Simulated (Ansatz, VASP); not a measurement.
**HgTe in VASP and in Ansatz**

File INCAR:

```
SYSTEM = HgTe
PREC = Accurate
ENCUT = 520
EDIFF = 1E-7
ISMEAR = 0
SIGMA = 0.05
LREAL = .False.
LASPH = .True.
NELM = 60
ALGO = Normal
ISIF = 2
LWAVE = .False.
LCHARG = .False.
GGA = PE
NBANDS = 16
```

File KPOINTS:

```
regular mesh
0
Gamma
  10 10 10
  0 0 0
```

File POSCAR:

```
HgTe
1.0
    0.0000000000      3.3242171039      3.3242171039
    3.3242171039      0.0000000000      3.3242171039
    3.3242171039      3.3242171039      0.0000000000
Hg Te
1 1
Direct
    0.0000000000      0.0000000000      0.0000000000
    0.2680493626      0.2680493626      0.2319506374
```

Input for Ansatz:

```yaml
crystal:
  lattice:
    - [0.0, 3.3242171039, 3.3242171039]
    - [3.3242171039, 0.0, 3.3242171039]
    - [3.3242171039, 3.3242171039, 0.0]
  atoms:
    - { symbol: Hg, position: [0.0, 0.0, 0.0] }
    - { symbol: Te, position: [0.2680493626, 0.2680493626, 0.2319506374] }
basis:
  ecutwfc: 420
  ecutrho_ratio: 4
kpoints:
  mp_grid: { grid: [10, 10, 10] }
hamiltonian:
  xc: pbe
scf:
  occupations: { method: gaussian, width: 0.05 }
output:
  forces: true
  stress: true
  eigenvalues: true
```

Alike in both runs: task single point; functional PBE; k mesh 10 × 10 × 10; occupations gaussian, width 0.05 eV; no spin polarisation.

|  | VASP | Ansatz |
| --- | --- | --- |
| version | VASP 6.6.1 | Ansatz 0.2.0 |
| potentials or method | VASP PAW PBE potentials, release 64 (Hg, Te), cutoff 520 eV | scalar-relativistic, plane waves, PAW |
| valence electrons in the cell | 18 | 36 |

Ansatz gave:

| Property | Result |
| --- | --- |
| pressure (GPa) | 0.2 |
| traceless stress, the component that is largest in VASP (GPa) | -0.92 |
| rms of the force components (eV/Å) | 0.184 |

**Question.** Estimate VASP's values.

**Answer.** Pressure (GPa): 0.3; traceless stress, the component that is largest in VASP (GPa): -0.94; rms of the force components (eV/Å): 0.188.

Atom by atom the forces differ by 0.004 eV/Å (rms over components). VASP's potentials hold 18 valence electrons a cell and Ansatz's 36, so a difference there can come from the potentials and not from the codes.

Neither program's run includes spin-orbit coupling.
